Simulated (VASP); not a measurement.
Crystal: HgTe (Coloradoite).

```xyz
2
Lattice="0.0000 3.2145 3.2145 3.2145 0.0000 3.2145 3.2145 3.2145 0.0000" Properties=species:S:1:pos:R:3 pbc="T T T"
Hg    0.0000    0.0000    0.0000
Te    4.8217    4.8217    4.8217
```

* Program: VASP 6.6.1
* Task: relaxation of cell and atoms
* Functional: BLYP
* Dispersion: D4
* Potentials or basis: VASP PAW PBE potentials, release 64 (Hg, Te)
* Cutoff: 600 eV
* k mesh: 7 × 7 × 7
* Occupations: fermi-dirac, width 0.05 eV
* Spin: no spin polarisation

At the start: pressure 4.0 GPa; volume 33.22 Å³/atom.

Q: Where does the relaxation end?

A: Over 3 steps the energy falls by 35.1 meV/atom and the volume is 36.25 Å³/atom (+9.1 %); space group F-43m (No. 216, to 0.05 Å).

The path:
```
step  energy change (eV)  largest force (eV/Å)  pressure (GPa)  volume (Å³)
   1              0.0000                0.0000            4.04        66.43
   2             -0.0625                0.0000           -1.05        74.81
   3             -0.0702                0.0000            0.01        72.50
```

Final structure:
```
CELL_PARAMETERS angstrom
0.00000 3.30958 3.30958
3.30958 0.00000 3.30958
3.30958 3.30958 0.00000
ATOMIC_POSITIONS crystal
Hg 0.00000 0.00000 0.00000
Te 0.75000 0.75000 0.75000
```

Caveat: the PAW data sets were made with another functional, which shifts forces and pressure a little; pairwise dispersion overbinds metals, which lowers pressure and volume.
